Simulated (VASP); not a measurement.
# Ti (P6/mmm) in VASP: further runs

Ti is run at these levels: r2SCAN; tasks: single point.

Everything below comes from runs of VASP 6.6.1. Logs are shortened: lines on timing, memory, paths and dates and some standing lists are left out, and cuts for length are marked.

**1. The cell of the first run**

The structure is hexagonal, space group P6/mmm (No. 191). The conventional cell has a = 4.543 Å, b = 4.543 Å, c = 2.763 Å, α = 90.00°, β = 90.00°, γ = 120.00°. Ti (site symmetry 6/mmm) has 14 Ti at 2.76 to 2.96 Å within 3.6 Å. Within 3.5 Å of Ti (site symmetry -6m2) lie 11 Ti at 2.62 to 2.96 Å.

This isn't the form of Ti at room conditions, which is hcp.

**2. Single point, r2SCAN, collinear spin (16.46 Å³/atom)**

File POSCAR:

```
Ti
1.0
    4.5428624897      0.0000000000      0.0000000000
   -2.2714312448      3.9342343219      0.0000000000
    0.0000000000      0.0000000000      2.7633354474
Ti
3
Direct
    1.0000000000      1.0000000000      0.0000000000
    0.3333333333      0.6666666667      0.5000000000
    0.6666666667      0.3333333333      0.5000000000
```

File INCAR.step1:

```
SYSTEM = Ti
PREC = Accurate
ENCUT = 520
ISMEAR = -1
SIGMA = 0.05
LREAL = .False.
LASPH = .True.
NELM = 150
ISPIN = 2
MAGMOM = -0.461 0.334 0.334
LMAXMIX = 4
NBANDS = 29
GGA = PE
ALGO = Normal
EDIFF = 1E-4
LWAVE = .True.
LCHARG = .False.
```

File INCAR.step2:

```
SYSTEM = Ti
PREC = Accurate
ENCUT = 520
EDIFF = 1E-6
ISMEAR = -1
SIGMA = 0.05
LREAL = .False.
LASPH = .True.
NELM = 150
ALGO = Normal
ISIF = 2
LWAVE = .False.
LCHARG = .True.
ISPIN = 2
MAGMOM = -0.461 0.334 0.334
LORBIT = 11
LMAXMIX = 4
METAGGA = R2SCAN
LMIXTAU = .True.
LELF = .True.
LVHAR = .True.
NBANDS = 29
ISTART = 1
```

File KPOINTS:

```
Automatic mesh
0
Gamma
  11 11 15
  0 0 0
```

Potentials or basis: VASP PAW PBE potentials, release 64 (Ti_sv).

Started as:

```bash
$ cat potpaw_PBE.64/Ti_sv/POTCAR > POTCAR
$ cp INCAR.step1 INCAR
$ mpirun -np 1 vasp_std > vasp.out
$ cp INCAR.step2 INCAR
$ mpirun -np 1 vasp_std > vasp.out
```

OUTCAR:

```text
SYSTEM = Ti
   PREC = Accurate
   ENCUT = 520
   EDIFF = 1E-6
   ISMEAR = -1
   LREAL = .False.
   LASPH = .True.
   NELM = 150
   ISIF = 2
   ISPIN = 2
   LORBIT = 11
   METAGGA = R2SCAN
   ISTART = 1

 ion  position               nearest neighbor table
   1  0.000  0.000  0.000-
   2  0.333  0.667  0.500-   3 2.62   3 2.62   3 2.62
   3  0.667  0.333  0.500-   2 2.62   2 2.62   2 2.62

  LATTYP: Found a hexagonal cell.
 ALAT       =     4.5428624897
 C/A-ratio  =     0.6082806719

  Lattice vectors:

 A1 = (   4.5428624897,   0.0000000000,   0.0000000000)
 A2 = (  -2.2714312448,   3.9342343219,   0.0000000000)
 A3 = (   0.0000000000,   0.0000000000,   2.7633354474)

Analysis of symmetry for initial positions (statically):
=====================================================================
 Subroutine PRICEL returns:
 Original cell was already a primitive cell.

 Routine SETGRP: Setting up the symmetry group for a
 hexagonal supercell.

 Subroutine GETGRP returns: Found 24 space group operations
 (whereof 24 operations were pure point group operations)
 out of a pool of 24 trial point group operations.

The static configuration has the point symmetry D_6h.

Analysis of symmetry for dynamics (positions and initial velocities):
=====================================================================
 Subroutine PRICEL returns:
 Original cell was already a primitive cell.

 Routine SETGRP: Setting up the symmetry group for a
 hexagonal supercell.

 Subroutine GETGRP returns: Found 24 space group operations
 (whereof 24 operations were pure point group operations)
 out of a pool of 24 trial point group operations.

The dynamic configuration has the point symmetry D_6h.

Analysis of structural, dynamic, and magnetic symmetry:
=====================================================================
 Subroutine PRICEL returns:
 Original cell was already a primitive cell.

 Routine SETGRP: Setting up the symmetry group for a
 hexagonal supercell.

 Subroutine GETGRP returns: Found 24 space group operations
 (whereof 24 operations were pure point group operations)
 out of a pool of 24 trial point group operations.

The overall configuration has the point symmetry D_6h.

 Subroutine INISYM returns: Found 24 space group operations
 (whereof 24 operations are pure point group operations),
 and found     1 'primitive' translations

----------------------------------------------------------------------------------------

                                     Primitive cell

  volume of cell :      49.3882

  direct lattice vectors                    reciprocal lattice vectors
     4.542862490  0.000000000  0.000000000     0.220125527  0.127089532  0.000000000
    -2.271431245  3.934234322  0.000000000     0.000000000  0.254179065  0.000000000
     0.000000000  0.000000000  2.763335447     0.000000000  0.000000000  0.361881508

  length of vectors
     4.542862490  4.542862490  2.763335447     0.254179065  0.254179065  0.361881508

  position of ions in fractional coordinates (direct lattice)
     0.000000000  0.000000000  0.000000000
     0.333333333  0.666666667  0.500000000
     0.666666667  0.333333333  0.500000000

  ion indices of the primitive-cell ions
   primitive index   ion index
                 1           1
                 2           2
                 3           3

----------------------------------------------------------------------------------------

 KPOINTS: Automatic mesh

Automatic generation of k-mesh.
 Grid dimensions read from file:
 generate k-points for:   11   11   15

 Generating k-lattice:

  Cartesian coordinates                     Fractional coordinates (reciprocal lattice)
     0.020011412  0.011553594  0.000000000     0.090909091  0.000000000  0.000000000
     0.000000000  0.023107188  0.000000000     0.000000000  0.090909091  0.000000000
     0.000000000  0.000000000  0.024125434     0.000000000  0.000000000  0.066666667

  Length of vectors
     0.023107188  0.023107188  0.024125434

  Shift w.r.t. Gamma in fractional coordinates (k-lattice)
     0.000000000  0.000000000  0.000000000

 Subroutine IBZKPT returns following result:
 ===========================================

 Found    128 irreducible k-points:

 Following reciprocal coordinates:
            Coordinates               Weight
  0.000000  0.000000  0.000000      1.000000
  0.090909  0.000000  0.000000      6.000000
  0.181818 -0.000000  0.000000      6.000000
  0.272727  0.000000  0.000000      6.000000
  0.363636  0.000000  0.000000      6.000000
  0.454545 -0.000000  0.000000      6.000000
[... 16 lines left out ...]
  0.090909  0.090909  0.066667     12.000000
  0.181818  0.090909  0.066667     24.000000
 [... further k-points ...]
   k-points           NKPTS =    128   k-points in BZ     NKDIM =    128   number of bands    NBANDS=     29
   number of dos      NEDOS =    301   number of ions     NIONS =      3
   total plane-waves  NPLWV =  31104
   dimension x,y,z NGX =    36 NGY =   36 NGZ =   24
   dimension x,y,z NGXF=    72 NGYF=   72 NGZF=   48
   ions per type =               3
   NGX,Y,Z   is equivalent  to a cutoff of  13.17, 13.17, 14.44 a.u.
   NGXF,Y,Z  is equivalent  to a cutoff of  26.35, 26.35, 28.88 a.u.
 SYSTEM =  Ti
   PREC   = accura    normal or accurate (medium, high low for compatibility)
   ISTART =      1    job   : 0-new  1-cont  2-samecut
   ICHARG =      0    charge: 1-file 2-atom 10-const
   ISPIN  =      2    spin polarized calculation?
   LNONCOLLINEAR =      F non collinear calculations
   LSORBIT =      F    spin-orbit coupling
   LASPH  =      T    aspherical Exc in radial PAW
   ENCUT  =  520.0 eV  38.22 Ry    6.18 a.u.   8.45  8.45  5.14*2*pi/ulx,y,z
   NELM   =    150;   NELMIN=  2; NELMDL=  0     # of ELM steps
   EDIFF  = 0.1E-05   stopping-criterion for ELM
   LREAL  =      F    real-space projection
   EDIFFG = 0.1E-04   stopping-criterion for IOM
   NSW    =      0    number of steps for IOM
   IBRION =     -1    ionic relax: 0-MD 1-quasi-New 2-CG
   NFREE  =      0    steps in history (QN), initial steepest desc. (CG)
   ISIF   =      2    stress and relaxation
   ISYM   =      2    0-nonsym 1-usesym 2-fastsym
   POTIM  = 0.5000    time-step for ionic-motion
   TEBEG  =    0.0;   TEEND  =   0.0 temperature during run
   PSTRESS=    0.0 pullay stress
   NELECT =      36.0000    total number of electrons
   NUPDOWN=      -1.0000    fix difference up-down
   EMIN   =  10.00;   EMAX   =-10.00  energy-range for DOS
   EFERMI =   0.00;   METHOD = LEGACY
   ISMEAR =    -1;   SIGMA  =   0.05  broadening in eV -4-tet -1-fermi 0-gaus
   EFERMI_NEDOS =   21; number of points for ismear=-14 and -15
   IALGO  =     38    algorithm
   IMIX   =      4    mixing-type and parameters
     AMIX     =   0.40;   BMIX     =  1.00
     AMIX_MAG =   1.60;   BMIX_MAG =  1.00
  volume/ion in A,a.u.               =      16.46       111.10
  Fermi-wavevector in a.u.,A,eV,Ry     =   1.473334  2.784197 29.534342  2.170713
  Thomas-Fermi vector in A             =   2.588240
   LORBIT       =     11    0 simple, 1 ext, 2 COOP (PROOUT), +10 PAW based schemes
   METAGGA = R2SCAN    functional components
   LHFCALC =     F    Hartree Fock is set to
   AEXX    =    0.0000 exact exchange contribution
   IVDW    =     0    specifies the selected vdW correction
   LEPSILON=     F    determine dielectric tensor
   LRPA    =     F    only Hartree local field effects (RPA)
 spin polarized calculation
  energy-cutoff  :      520.00
  volume of cell :       49.39
 maximum number of plane-waves:      1366
 NGX is ok and might be reduce to    36
   NGX = 17   NGY = 17   NGZ = 11

 number of electron      36.0000008 magnetization       0.0051656

 Free energy of the ion-electron system (eV)
  ---------------------------------------------------
  ext. energy  EPLUGINS =         0.00000000
  ---------------------------------------------------
  free energy    TOTEN  =       -38.87416924 eV

  energy without entropy =      -38.85519550  energy(sigma->0) =      -38.86468237

 E-fermi :   8.8439     XC(G=0): -12.6785

 val. band max:        8.8438526015   @ k =   0.2727   0.0909   0.0667
 cond. band min:       8.8462697443   @ k =   0.2727   0.1818   0.0000
 fundamental gap:      0.0024171428
 Fermi energy:         8.8438749793

 spin component 1

 k-point     1 :       0.0000    0.0000    0.0000
  band No.  band energies     occupation
      1     -50.3020      1.00000
      2     -50.0753      1.00000
      3     -49.9032      1.00000
      4     -25.5820      1.00000
      5     -25.5820      1.00000
      6     -25.5441      1.00000
[... 21 lines left out ...]
     28      13.0208      0.00000
     29      17.1055      0.00000
[... 705 lines left out ...]
 k-point    24 :       0.1818    0.0909    0.0667
  band No.  band energies     occupation
      1     -50.2864      1.00000
      2     -50.0613      1.00000
      3     -49.9240      1.00000
      4     -25.7149      1.00000
      5     -25.6720      1.00000
      6     -25.3872      1.00000
[... 21 lines left out ...]
     28      12.8622      0.00000
     29      14.4290      0.00000

 [... further k-points ...]

 spin component 2

 k-point     1 :       0.0000    0.0000    0.0000
  band No.  band energies     occupation
      1     -50.3192      1.00000
      2     -50.0649      1.00000
      3     -49.8895      1.00000
      4     -25.5976      1.00000
      5     -25.5976      1.00000
      6     -25.5314      1.00000
[... 21 lines left out ...]
     28      13.0210      0.00000
     29      17.1029      0.00000
[... 705 lines left out ...]
 k-point    24 :       0.1818    0.0909    0.0667
  band No.  band energies     occupation
      1     -50.3053      1.00000
      2     -50.0493      1.00000
      3     -49.9103      1.00000
      4     -25.7169      1.00000
      5     -25.6768      1.00000
      6     -25.3908      1.00000
[... 21 lines left out ...]
     28      12.8630      0.00000
     29      14.4309      0.00000

 [... further k-points ...]

------------------------ aborting loop because EDIFF is reached ----------------------------------------

  FORCE on cell =-STRESS in cart. coord.  units (eV):
  Direction    XX          YY          ZZ          XY          YZ          ZX
  --------------------------------------------------------------------------------------
  -------------------------------------------------------------------------------------
  Total        1.0357560      1.0357560      2.2603922      0.0000000      0.0000000     -0.0000000
  in kB       33.6004133     33.6004133     73.3281888      0.0000000      0.0000000     -0.0000000
  external PRESSURE =      46.8430051 kB  Pullay stress =       0.0000000 kB

 VOLUME and BASIS-vectors are now :
 -----------------------------------------------------------------------------
  energy-cutoff  :      520.00
  volume of cell :       49.39
      direct lattice vectors                 reciprocal lattice vectors
     4.542862490  0.000000000  0.000000000     0.220125527  0.127089532  0.000000000
    -2.271431245  3.934234322  0.000000000     0.000000000  0.254179065  0.000000000
     0.000000000  0.000000000  2.763335447     0.000000000  0.000000000  0.361881508

 POSITION                                       TOTAL-FORCE (eV/Angst)
 -----------------------------------------------------------------------------------
      0.00000      0.00000      0.00000        -0.000000      0.000000     -0.000000
     -0.00000      2.62282      1.38167        -0.000000      0.000000      0.000000
      2.27143      1.31141      1.38167         0.000000     -0.000000     -0.000000
 -----------------------------------------------------------------------------------
    total drift:                                0.000000      0.000000     -0.000000

  FREE ENERGIE OF THE ION-ELECTRON SYSTEM (eV)
  ---------------------------------------------------
  free  energy   TOTEN  =       -38.8741692410 eV

  energy  without entropy=      -38.8551955015  energy(sigma->0) =      -38.86468237

 total charge

# of ion       s       p       d       tot
------------------------------------------
    1        2.248   6.172   1.779  10.200
    2        2.251   6.135   1.940  10.326
    3        2.251   6.135   1.940  10.326
--------------------------------------------------
tot          6.750  18.442   5.660  30.852

 magnetization (x)

# of ion       s       p       d       tot
------------------------------------------
    1       -0.000  -0.001  -0.016  -0.018
    2        0.000   0.000   0.011   0.012
    3        0.000   0.000   0.011   0.012
--------------------------------------------------
tot          0.000  -0.000   0.007   0.007
```

Wall time 28 min (1 thread of Oxide Virtual Turin-like, shared host); peak memory 0.35 GiB.

What came out:

```yaml
Free_energy: -38.8742 eV
Pressure: 4.7 GPa
Band_gap_on_the_k_mesh: zero (filled and empty bands overlap)
Net_moment: 0.01 μB per cell
Valence_electrons_inside_the_program's_atomic_spheres: Ti 10.20, 10.33 (each value once)
```

Stress tensor (GPa, compression positive):
```
3.36 0.00 0.00
0.00 3.36 0.00
0.00 0.00 7.33
```

Caveat: the cell stands under pressure; the PAW data sets were made with another functional, which shifts forces and pressure a little.

**3. Single point, r2SCAN, collinear spin (17.15 Å³/atom)**

This run uses another cell than the first one, of 17.15 Å³/atom.

File POSCAR:

```
Ti
1.0
    4.6051012167      0.0000000000      0.0000000000
   -2.3025506083      3.9881346407      0.0000000000
    0.0000000000      0.0000000000      2.8011940621
Ti
3
Direct
    1.0000000000      1.0000000000      0.0000000000
    0.3333333333      0.6666666667      0.5000000000
    0.6666666667      0.3333333333      0.5000000000
```

File INCAR.step1:

```
PREC = Accurate
ENCUT = 520
ISMEAR = -1
SIGMA = 0.05
LREAL = False
LASPH = True
NELM = 150
ISPIN = 2
MAGMOM = -0.461 0.334 0.334
LMAXMIX = 4
NBANDS = 29
GGA = PE
ALGO = Normal
EDIFF = 1E-4
LWAVE = True
LCHARG = False
```

File INCAR.step2:

```
PREC = Accurate
ENCUT = 520
EDIFF = 1E-6
ISMEAR = -1
SIGMA = 0.05
LREAL = False
LASPH = True
NELM = 150
ALGO = Normal
ISIF = 2
LWAVE = False
LCHARG = False
ISPIN = 2
MAGMOM = -0.461 0.334 0.334
LORBIT = 11
LMAXMIX = 4
METAGGA = R2SCAN
LMIXTAU = True
NBANDS = 29
ISTART = 1
```

File KPOINTS:

```
Automatic mesh
0
Gamma
  11 11 15
```

Potentials or basis: VASP PAW PBE potentials, release 64 (Ti_sv).

Started as:

```bash
$ cat potpaw_PBE.64/Ti_sv/POTCAR > POTCAR
$ cp INCAR.step1 INCAR
$ mpirun -np 1 vasp_std > vasp.out
$ cp INCAR.step2 INCAR
$ mpirun -np 1 vasp_std > vasp.out
```

OUTCAR:

```text
PREC = Accurate
   ENCUT = 520
   EDIFF = 1E-6
   ISMEAR = -1
   LREAL = False
   LASPH = True
   NELM = 150
   ISIF = 2
   ISPIN = 2
   LORBIT = 11
   METAGGA = R2SCAN
   ISTART = 1

 ion  position               nearest neighbor table
   1  0.000  0.000  0.000-
   2  0.333  0.667  0.500-   3 2.66   3 2.66   3 2.66
   3  0.667  0.333  0.500-   2 2.66   2 2.66   2 2.66

  LATTYP: Found a hexagonal cell.
 ALAT       =     4.6051012167
 C/A-ratio  =     0.6082806719

  Lattice vectors:

 A1 = (   4.6051012167,   0.0000000000,   0.0000000000)
 A2 = (  -2.3025506083,   3.9881346407,   0.0000000000)
 A3 = (   0.0000000000,   0.0000000000,   2.8011940621)

Analysis of symmetry for initial positions (statically):
=====================================================================
 Subroutine PRICEL returns:
 Original cell was already a primitive cell.

 Routine SETGRP: Setting up the symmetry group for a
 hexagonal supercell.
[... 1731 lines left out ...]
     28      12.2249      0.00000
     29      13.7088      0.00000

 [... further k-points ...]

------------------------ aborting loop because EDIFF is reached ----------------------------------------

  FORCE on cell =-STRESS in cart. coord.  units (eV):
  Direction    XX          YY          ZZ          XY          YZ          ZX
  --------------------------------------------------------------------------------------
  -------------------------------------------------------------------------------------
  Total       -0.4743848     -0.4743848      0.5948246     -0.0000000      0.0000000      0.0000000
  in kB      -14.7736947    -14.7736947     18.5245363     -0.0000000      0.0000000      0.0000000
  external PRESSURE =      -3.6742844 kB  Pullay stress =       0.0000000 kB

 VOLUME and BASIS-vectors are now :
 -----------------------------------------------------------------------------
  energy-cutoff  :      520.00
  volume of cell :       51.45
      direct lattice vectors                 reciprocal lattice vectors
     4.605101217  0.000000000  0.000000000     0.217150493  0.125371896  0.000000000
    -2.302550608  3.988134641  0.000000000     0.000000000  0.250743791  0.000000000
     0.000000000  0.000000000  2.801194062     0.000000000  0.000000000  0.356990618

 POSITION                                       TOTAL-FORCE (eV/Angst)
 -----------------------------------------------------------------------------------
      0.00000      0.00000      0.00000        -0.000000      0.000000      0.000000
     -0.00000      2.65876      1.40060         0.000000      0.000000     -0.000000
      2.30255      1.32938      1.40060        -0.000000     -0.000000      0.000000
 -----------------------------------------------------------------------------------
    total drift:                                0.000000      0.000000     -0.000000

  FREE ENERGIE OF THE ION-ELECTRON SYSTEM (eV)
  ---------------------------------------------------
  free  energy   TOTEN  =       -38.9026980621 eV

  energy  without entropy=      -38.8842838388  energy(sigma->0) =      -38.89349095

 total charge

# of ion       s       p       d       tot
------------------------------------------
    1        2.239   6.161   1.750  10.150
    2        2.243   6.128   1.903  10.274
    3        2.243   6.128   1.903  10.274
--------------------------------------------------
tot          6.725  18.416   5.556  30.698

 magnetization (x)

# of ion       s       p       d       tot
------------------------------------------
    1        0.000   0.000   0.001   0.001
    2       -0.000  -0.000  -0.000  -0.000
    3       -0.000  -0.000  -0.000  -0.000
--------------------------------------------------
tot         -0.000   0.000  -0.000  -0.000
```

Wall time 31 min (1 thread of Oxide Virtual Turin-like, shared host); peak memory 0.36 GiB.

Results:

```
Free energy                                           : -38.9027 eV
Pressure                                              : -0.4 GPa
Band gap on the k mesh                                : zero (filled and empty bands overlap)
Net moment                                            : 0.00 μB per cell
Valence electrons inside the program's atomic spheres : Ti 10.15, 10.27 (each value once)
```

Caveat: the PAW data sets were made with another functional, which shifts forces and pressure a little.
